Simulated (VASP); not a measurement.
# Si30C (a cell with a defect) in VASP: notebook, part 2 of 2

VASP 6.6.1.

## Step 3: Single point, PBE

Contents of INCAR:

```
PREC = Accurate
ENCUT = 520
EDIFF = 1E-7
ISMEAR = 0
SIGMA = 0.02
LREAL = Auto
LASPH = T
NELM = 80
ALGO = Normal
ISIF = 2
LWAVE = F
LCHARG = T
GGA = PE
LELF = T
LVHAR = T
NBANDS = 83
```

Contents of KPOINTS:

```
Automatic mesh
0
Gamma
  2 2 2
  0.5 0.5 0.5
```

Contents of POSCAR:

```
Si30C
1.0
   -5.7769209609      3.3353068718      6.3650226989
    5.7769209609     -3.3353068718      6.3650226989
    3.8512806405      6.6706137437     -6.3650226989
C Si
1 30
Direct
    0.1291273863     -0.2040458535     -0.0085809190
    0.7390637604      0.5777184464      0.2479170477
    0.1143579169      0.4390984366      0.4936598660
    0.6136806488      0.9487984837      0.4992053124
    0.4929497809      0.3321202180      0.7546810904
    1.0122681424      0.8185995090      0.7905189655
    0.8735513100      0.2013591001      0.0041085729
    0.3248429294      0.7205238233      1.0051279331
    0.3218835869      0.4809734485      0.2484112515
    0.8273379804      0.9908992633      0.2452844871
    0.2001385174      0.8699476468      0.4998715441
    0.6904570622      0.3598364143      0.4958517774
    0.5693704118      0.7393499223      0.7505069281
    0.0750727925      0.2386025739      0.7510108060
    0.9804904880      0.6486423938      1.0008964734
    0.4448254306      0.1142087532      0.0059643573
    0.4083539849      0.2425950927      0.2529215890
    0.9314357477      0.7605874415      0.2434608767
    0.2992069552      0.6347365461      0.4969012264
    0.8049125593      0.1340868249      0.4979266445
    0.6908023846      0.5192547171      0.7591517183
    0.1748048640      0.0039676166      0.7536034236
    0.0529533422      0.3969375007     -0.0005749504
    0.5432752859      0.8816792621      1.0010701210
    0.4990218031      0.6774122703      0.2436798193
    0.0350495446      0.1665339653      0.2476684987
    0.3809292240      0.0639375014      0.4918224102
    0.8849633478      0.5500199694      0.5016202671
    0.7662747789      0.9246399372      0.7552376129
    0.2601311271      0.4401010052      0.7592020713
    0.6361013882      0.2989564516      0.0035400305
```

Potentials or basis: VASP PAW PBE potentials, release 64 (C, Si).

Run with:

```sh
$ cat potpaw_PBE.64/C/POTCAR potpaw_PBE.64/Si/POTCAR > POTCAR
$ mpirun -np 1 vasp_std > vasp.out
```

OUTCAR:

```text
PREC = Accurate
   ENCUT = 520
   EDIFF = 1E-7
   ISMEAR = 0
   LREAL = Auto
   LASPH = T
   NELM = 80
   ISIF = 2
   GGA = PE

 ion  position               nearest neighbor table
   1  0.129  0.796  0.991-   6 1.93   8 1.93  15 1.95
   2  0.739  0.578  0.248-  31 2.38  18 2.42  25 2.43  28 2.43
   3  0.114  0.439  0.494-  30 2.38  26 2.39  19 2.40  28 2.41
   4  0.614  0.949  0.499-  25 2.38  20 2.41  27 2.43  29 2.44
   5  0.493  0.332  0.755-  27 2.40  31 2.42  30 2.42  21 2.42
   6  0.012  0.819  0.791-   1 1.93  29 2.46  22 2.47  28 2.51
   7  0.874  0.201  0.004-  29 2.39  31 2.40  26 2.41  23 2.42
   8  0.325  0.721  0.005-   1 1.93  25 2.44  30 2.46  24 2.47
   9  0.322  0.481  0.248-  19 2.37  23 2.37  17 2.38  25 2.41
  10  0.827  0.991  0.245-  18 2.37  20 2.39  24 2.41  26 2.43
  11  0.200  0.870  0.500-  18 2.37  19 2.39  22 2.41  27 2.44
  12  0.690  0.360  0.496-  20 2.38  21 2.38  17 2.39  28 2.41
  13  0.569  0.739  0.751-  19 2.37  21 2.38  24 2.39  29 2.40
  14  0.075  0.239  0.751-  20 2.37  23 2.37  22 2.40  30 2.41
  15  0.980  0.649  0.001-   1 1.95  21 2.43  18 2.44  23 2.44
  16  0.445  0.114  0.006-  24 2.36  22 2.36  17 2.41  31 2.41
  17  0.408  0.243  0.253-   9 2.38  12 2.39  16 2.41
  18  0.931  0.761  0.243-  10 2.37  11 2.37   2 2.42  15 2.44
  19  0.299  0.635  0.497-   9 2.37  13 2.37  11 2.39   3 2.40
  20  0.805  0.134  0.498-  14 2.37  12 2.38  10 2.39   4 2.41
  21  0.691  0.519  0.759-  13 2.38  12 2.38   5 2.42  15 2.43
  22  0.175  0.004  0.754-  16 2.36  14 2.40  11 2.41   6 2.47
  23  0.053  0.397  0.999-  14 2.37   9 2.37   7 2.42  15 2.44
  24  0.543  0.882  0.001-  16 2.36  13 2.39  10 2.41   8 2.47
  25  0.499  0.677  0.244-   4 2.38   9 2.41   2 2.43   8 2.44
  26  0.035  0.167  0.248-   3 2.39   7 2.41  10 2.43
  27  0.381  0.064  0.492-   5 2.40   4 2.43  11 2.44
  28  0.885  0.550  0.502-   3 2.41  12 2.41   2 2.43   6 2.51
  29  0.766  0.925  0.755-   7 2.39  13 2.40   4 2.44   6 2.46
  30  0.260  0.440  0.759-   3 2.38  14 2.41   5 2.42   8 2.46
  31  0.636  0.299  0.004-   2 2.38   7 2.40  16 2.41   5 2.42

  LATTYP: Found a face centered orthorhombic cell.
 ALAT       =    12.7300453978
 B/A-ratio  =     1.0480109906
 C/A-ratio  =     1.2101388550

  Lattice vectors:

 A1 = (   9.6282016014,   3.3353068719,   0.0000000000)
 A2 = (   3.8512806405,   6.6706137437,   6.3650226989)
 A3 = (   5.7769209609,  -3.3353068718,   6.3650226989)

Analysis of symmetry for initial positions (statically):
=====================================================================
 Subroutine PRICEL returns:
 Original cell was already a primitive cell.

 Routine SETGRP: Setting up the symmetry group for a
 face centered orthorhombic supercell.

 Subroutine GETGRP returns: Found  1 space group operations
 (whereof  1 operations were pure point group operations)
 out of a pool of  8 trial point group operations.

The static configuration has the point symmetry C_1 .

Analysis of symmetry for dynamics (positions and initial velocities):
=====================================================================
 Subroutine PRICEL returns:
 Original cell was already a primitive cell.

 Routine SETGRP: Setting up the symmetry group for a
 face centered orthorhombic supercell.

 Subroutine GETGRP returns: Found  1 space group operations
 (whereof  1 operations were pure point group operations)
 out of a pool of  8 trial point group operations.

The dynamic configuration has the point symmetry C_1 .

[... 116 lines left out ...]
 -0.250000 -0.250000  0.250000      2.000000
   k-points           NKPTS =      4   k-points in BZ     NKDIM =      4   number of bands    NBANDS=     83
   number of dos      NEDOS =    301   number of ions     NIONS =     31
   total plane-waves  NPLWV = 392000
   dimension x,y,z NGX =    70 NGY =   70 NGZ =   80
   dimension x,y,z NGXF=   140 NGYF=  140 NGZF=  160
   ions per type =               1  30
   NGX,Y,Z   is equivalent  to a cutoff of  12.62, 12.62, 13.31 a.u.
   NGXF,Y,Z  is equivalent  to a cutoff of  25.24, 25.24, 26.62 a.u.
 SYSTEM =  unknown system
   PREC   = accura    normal or accurate (medium, high low for compatibility)
   ISTART =      0    job   : 0-new  1-cont  2-samecut
   ICHARG =      2    charge: 1-file 2-atom 10-const
   ISPIN  =      1    spin polarized calculation?
   LNONCOLLINEAR =      F non collinear calculations
   LSORBIT =      F    spin-orbit coupling
   LASPH  =      T    aspherical Exc in radial PAW
   ENCUT  =  520.0 eV  38.22 Ry    6.18 a.u.  17.14 17.14 18.58*2*pi/ulx,y,z
   NELM   =     80;   NELMIN=  2; NELMDL= -5     # of ELM steps
   EDIFF  = 0.1E-06   stopping-criterion for ELM
   LREAL  =      T    real-space projection
   EDIFFG = 0.1E-05   stopping-criterion for IOM
   NSW    =      0    number of steps for IOM
   IBRION =     -1    ionic relax: 0-MD 1-quasi-New 2-CG
   NFREE  =      0    steps in history (QN), initial steepest desc. (CG)
   ISIF   =      2    stress and relaxation
   ISYM   =      2    0-nonsym 1-usesym 2-fastsym
   POTIM  = 0.5000    time-step for ionic-motion
   TEBEG  =    0.0;   TEEND  =   0.0 temperature during run
   PSTRESS=    0.0 pullay stress
   NELECT =     124.0000    total number of electrons
   NUPDOWN=      -1.0000    fix difference up-down
   EMIN   =  10.00;   EMAX   =-10.00  energy-range for DOS
   EFERMI =   0.00;   METHOD = LEGACY
   ISMEAR =     0;   SIGMA  =   0.02  broadening in eV -4-tet -1-fermi 0-gaus
   EFERMI_NEDOS =   21; number of points for ismear=-14 and -15
   IALGO  =     38    algorithm
   IMIX   =      4    mixing-type and parameters
     AMIX     =   0.40;   BMIX     =  1.00
     AMIX_MAG =   1.60;   BMIX_MAG =  1.00
  volume/ion in A,a.u.               =      21.10       142.39
  Fermi-wavevector in a.u.,A,eV,Ry     =   0.940456  1.777204 12.033771  0.884457
  Thomas-Fermi vector in A             =   2.067869
   LORBIT       =      0    0 simple, 1 ext, 2 COOP (PROOUT), +10 PAW based schemes
   GGA     = PE    functional components
   LHFCALC =     F    Hartree Fock is set to
   AEXX    =    0.0000 exact exchange contribution
   IVDW    =     0    specifies the selected vdW correction
   LEPSILON=     F    determine dielectric tensor
   LRPA    =     F    only Hartree local field effects (RPA)
 non-spin polarized calculation
 Gauss-broadening in eV      SIGMA  =   0.02
  energy-cutoff  :      520.00
  volume of cell :      654.08
 maximum number of plane-waves:     17670
 NGX is ok and might be reduce to    70
   NGX = 35   NGY = 35   NGZ = 37

 number of electron     124.0000000 magnetization

 Free energy of the ion-electron system (eV)
  ---------------------------------------------------
  ext. energy  EPLUGINS =         0.00000000
  ---------------------------------------------------
  free energy    TOTEN  =      -166.29580190 eV

  energy without entropy =     -166.29579823  energy(sigma->0) =     -166.29580007

 E-fermi :   5.2240     XC(G=0):  -9.1839

 val. band max:        5.1697505735   @ k =  -0.2500  -0.2500   0.2500
 cond. band min:       5.2795679115   @ k =   0.2500   0.2500   0.2500
 fundamental gap:      0.1098173381
 Fermi energy:         5.2239945079

 k-point     1 :       0.2500    0.2500    0.2500
  band No.  band energies     occupation
      1      -6.9597      2.00000
      2      -5.7204      2.00000
      3      -5.6753      2.00000
      4      -5.5754      2.00000
      5      -5.0243      2.00000
      6      -4.3593      2.00000
[... 297 lines left out ...]
     73       7.5867      0.00000
     74       7.6369      0.00000
 [bands above 74 left out]

------------------------ aborting loop because EDIFF is reached ----------------------------------------

  FORCE on cell =-STRESS in cart. coord.  units (eV):
  Direction    XX          YY          ZZ          XY          YZ          ZX
  --------------------------------------------------------------------------------------
  -------------------------------------------------------------------------------------
  Total      -15.7811165    -17.8288287    -20.9640364      4.7722257      1.7743317      3.0827567
  in kB      -38.6560433    -43.6719400    -51.3516709     11.6896268      4.3462478      7.5512514
  external PRESSURE =     -44.5598847 kB  Pullay stress =       0.0000000 kB

 VOLUME and BASIS-vectors are now :
 -----------------------------------------------------------------------------
  energy-cutoff  :      520.00
  volume of cell :      654.08
      direct lattice vectors                 reciprocal lattice vectors
    -5.776920961  3.335306872  6.365022699    -0.032456736  0.093694527  0.078554315
     5.776920961 -3.335306872  6.365022699     0.097370209  0.018738905  0.078554315
     3.851280641  6.670613744 -6.365022699     0.064913473  0.112433432  0.000000000

 POSITION                                       TOTAL-FORCE (eV/Angst)
 -----------------------------------------------------------------------------------
      7.67044      4.38930     -0.42224        -1.086086     -0.649547     -0.438106
      0.02272      2.19190      6.80335         0.033767     -0.014243      0.051202
      3.77722      2.20990      0.38061         0.143862      0.023405      0.044749
      3.85853      2.21229      6.76776         0.025765      0.040289      0.008456
      1.97739      5.57060      0.44803         0.051490      0.075256      0.034196
      7.70262      2.58388      0.25682        -0.075591     -0.007033     -0.055670
[... 23 lines left out ...]
      3.96357      4.46409     -0.37535        -0.055393      0.023488     -0.005547
     -1.93403      1.14810      5.92913         0.048676      0.042896     -0.011349
 -----------------------------------------------------------------------------------
    total drift:                                0.008420     -0.005993     -0.005613

  FREE ENERGIE OF THE ION-ELECTRON SYSTEM (eV)
  ---------------------------------------------------
  free  energy   TOTEN  =      -166.2958018991 eV

  energy  without entropy=     -166.2957982319  energy(sigma->0) =     -166.29580007
```

Run time: 8 min. Hardware: 1 thread of Intel Xeon Platinum 8488C (Sapphire Rapids), shared host; peak memory 0.78 GiB.

Results:

- Free energy: -166.2958 eV
- Pressure: -4.5 GPa
- Largest force: 1.339 eV/Å
- Band gap on the k mesh: 0.11 eV

Forces on the atoms (eV/Å):
```
C   -1.086 -0.650 -0.438
Si   0.034 -0.014  0.051
Si   0.144  0.023  0.045
Si   0.026  0.040  0.008
Si   0.051  0.075  0.034
Si  -0.076 -0.007 -0.056
Si   0.053  0.009  0.022
Si  -0.175 -0.064 -0.034
Si   0.064 -0.004  0.050
Si   0.039 -0.001 -0.004
Si   0.060  0.038  0.029
Si   0.029  0.070  0.039
Si   0.039  0.010  0.014
Si  -0.004  0.021 -0.015
Si  -0.110 -0.064 -0.008
Si   0.064  0.043 -0.019
Si   0.124  0.065  0.160
Si   0.001 -0.003  0.088
Si   0.048  0.009  0.034
Si   0.017  0.015 -0.001
Si   0.036  0.000  0.006
Si   0.013  0.050 -0.039
Si  -0.002  0.012  0.005
Si   0.038 -0.014 -0.010
Si   0.059 -0.023  0.027
Si   0.322 -0.024  0.001
Si   0.111  0.274 -0.008
Si   0.072 -0.031  0.032
Si   0.017  0.077  0.003
Si  -0.055  0.023 -0.006
Si   0.049  0.043 -0.011
```

## Step 4: Single point, PBE

Contents of INCAR:

```
SYSTEM = Si30C
PREC     = Accurate       ! precision mode
ENCUT    = 520            ! plane-wave cutoff, eV
EDIFF    = 1E-6           ! SCF threshold, eV
ISMEAR   = 0              ! smearing method
SIGMA    = 0.02           ! smearing width, eV
LREAL    = Auto         
LASPH    = .True.         ! aspherical terms in the spheres
NELM     = 100            ! most SCF steps
ALGO     = Normal         ! electronic algorithm
ISIF     = 2              ! what is computed and relaxed
LWAVE    = .False.        ! write WAVECAR
LCHARG   = .False.        ! write CHGCAR
GGA      = PE             ! functional
NBANDS   = 83             ! bands
```

KPOINTS is that of step 3.

Contents of POSCAR:

```
Si30C
1.0
   -5.7769209609      3.3353068718      6.3650226989
    5.7769209609     -3.3353068718      6.3650226989
    3.8512806405      6.6706137437     -6.3650226989
C Si
1 30
Direct
    0.2189564324      0.0095613541      0.1935994507
    0.7390707431      0.5764974147      0.2484132832
    0.1158257683      0.4311652104      0.4891858431
    0.6109753684      0.9503163897      0.4974817262
    0.4880578541      0.3272337529      0.7473441668
    1.0026779221      0.8172586289      0.7726937813
    0.8746047009      0.1994103418      0.0056333069
    0.3337649127      0.7202676387      1.0088452812
    0.3219356856      0.4768027657      0.2496076523
    0.8297206304      0.9927770073      0.2478908415
    0.2001356151      0.8692759328      0.4980071441
    0.6836345877      0.3561749694      0.4909183488
    0.5700341932      0.7402310436      0.7520205662
    0.0760710552      0.2422867264      0.7534473533
    0.9720923429      0.6412737137      1.0030653265
    0.4460342270      0.1158790350      0.0049787202
    0.3931785726      0.2199717369      0.2411569778
    0.9299924788      0.7617978935      0.2466280476
    0.2997259149      0.6343725762      0.4984478845
    0.8055314147      0.1364240992      0.4998397300
    0.6882973977      0.5174862858      0.7572866184
    0.1757338942      0.0071968523      0.7521846473
    0.0531077399      0.3972422117      0.0020007258
    0.5464627571      0.8844784258      1.0044661916
    0.5012838396      0.6753495340      0.2465725898
    0.0471846234      0.1440868820      0.2351387488
    0.3613627081      0.0496068791      0.4563709964
    0.8852284597      0.5455070394      0.4994088911
    0.7628491723      0.9265254617      0.7527896001
    0.2603476612      0.4423095122      0.7602701651
    0.6360542371      0.2989432728      0.0009722470
```

Potentials or basis: VASP PAW PBE potentials, release 64 (C, Si).

Run with:

```sh
$ cat potpaw_PBE.64/C/POTCAR potpaw_PBE.64/Si/POTCAR > POTCAR
$ mpirun -np 1 vasp_std > vasp.out
```

OUTCAR:

```text
SYSTEM = Si30C
   PREC = Accurate
   ENCUT = 520
   EDIFF = 1E-6
   ISMEAR = 0
   LREAL = Auto
   LASPH = .True.
   NELM = 100
   ISIF = 2
   GGA = PE

 ion  position               nearest neighbor table
   1  0.219  0.010  0.194-  26 2.13  17 2.19  27 2.20
   2  0.739  0.576  0.248-  31 2.39  18 2.41  25 2.41  28 2.43
   3  0.116  0.431  0.489-  30 2.39  19 2.41  28 2.44  26 2.52
   4  0.611  0.950  0.497-  25 2.38  20 2.41  29 2.43  27 2.45
   5  0.488  0.327  0.747-  30 2.42  21 2.42  31 2.43  27 2.56
   6  0.003  0.817  0.773-  29 2.44  22 2.45  28 2.46
[... 571 lines left out ...]
  Total      -22.5957622    -21.3267524    -21.9544207      3.0155379      0.8522256      1.8998218
  in kB      -55.3486038    -52.2401483    -53.7776296      7.3865979      2.0875373      4.6536373
  external PRESSURE =     -53.7887939 kB  Pullay stress =       0.0000000 kB

 VOLUME and BASIS-vectors are now :
 -----------------------------------------------------------------------------
  energy-cutoff  :      520.00
  volume of cell :      654.08
      direct lattice vectors                 reciprocal lattice vectors
    -5.776920961  3.335306872  6.365022699    -0.032456736  0.093694527  0.078554315
     5.776920961 -3.335306872  6.365022699     0.097370209  0.018738905  0.078554315
     3.851280641  6.670613744 -6.365022699     0.064913473  0.112433432  0.000000000

 POSITION                                       TOTAL-FORCE (eV/Angst)
 -----------------------------------------------------------------------------------
     -0.46405      1.98982      0.22226         2.526657      1.644379      1.140501
      0.01754      2.19930      6.79247        -0.070223     -0.065336      0.011402
      3.70568      2.21142      0.36793        -0.056145     -0.028627     -0.012777
      3.87629      2.18670      6.77118        -0.000101     -0.079008     -0.012985
      1.94916      5.52164      0.43249        -0.114252     -0.068133     -0.036505
      7.68163      2.43747      0.30070        -0.311878     -0.394239     -0.059101
[... 23 lines left out ...]
      3.97919      4.46457     -0.36671        -0.139699     -0.007451     -0.025500
     -1.94372      1.13085      5.94509        -0.039630     -0.024561     -0.013806
 -----------------------------------------------------------------------------------
    total drift:                               -0.003628     -0.005318     -0.006479

  FREE ENERGIE OF THE ION-ELECTRON SYSTEM (eV)
  ---------------------------------------------------
  free  energy   TOTEN  =      -164.6480290592 eV

  energy  without entropy=     -164.6479675310  energy(sigma->0) =     -164.64799830
```

stdout:

```text
POSCAR found type information on POSCAR C Si
 POSCAR found :  2 types and      31 ions
 scaLAPACK will be used
 LDA part: xc-table for (Slater+PW92), standard interpolation
 POSCAR, INCAR and KPOINTS ok, starting setup
 FFT: planning ... GRIDC
 FFT: planning ... GRID_SOFT
 FFT: planning ... GRID
 WAVECAR not read
 entering main loop
```

Wall time 3.7 min (1 thread of Intel Xeon 6975P-C (Granite Rapids), shared host); peak memory 0.77 GiB.

Results:

| Quantity | Value |
| --- | --- |
| Free energy | -164.6480 eV |
| Pressure | -5.4 GPa |
| Largest force | 3.223 eV/Å |
| Band gap on the k mesh | 0.09 eV |

Forces on the atoms (eV/Å):
```
C    2.527  1.644  1.141
Si  -0.070 -0.065  0.011
Si  -0.056 -0.029 -0.013
Si   0.000 -0.079 -0.013
Si  -0.114 -0.068 -0.037
Si  -0.312 -0.394 -0.059
Si  -0.059  0.041 -0.042
Si  -0.496 -0.080 -0.057
Si  -0.042  0.004 -0.063
Si  -0.021  0.014  0.011
Si  -0.026 -0.040  0.046
Si  -0.043 -0.056 -0.062
Si  -0.012 -0.008 -0.017
Si  -0.033  0.001 -0.024
Si  -0.254 -0.149 -0.282
Si   0.012  0.005 -0.034
Si  -0.088 -0.043 -0.365
Si  -0.045 -0.037  0.058
Si  -0.009 -0.015 -0.001
Si  -0.023 -0.010 -0.016
Si  -0.051 -0.093 -0.067
Si  -0.060 -0.025 -0.024
Si  -0.063  0.008 -0.061
Si  -0.007 -0.014 -0.020
Si  -0.041 -0.005 -0.058
Si  -0.218  0.093  0.055
Si  -0.125 -0.451  0.082
Si  -0.077 -0.097 -0.031
Si  -0.014 -0.020 -0.017
Si  -0.140 -0.007 -0.025
Si  -0.040 -0.025 -0.014
```

Stress tensor (GPa, compression positive):
```
-5.53  0.74  0.47
 0.74 -5.22  0.21
 0.47  0.21 -5.38
```
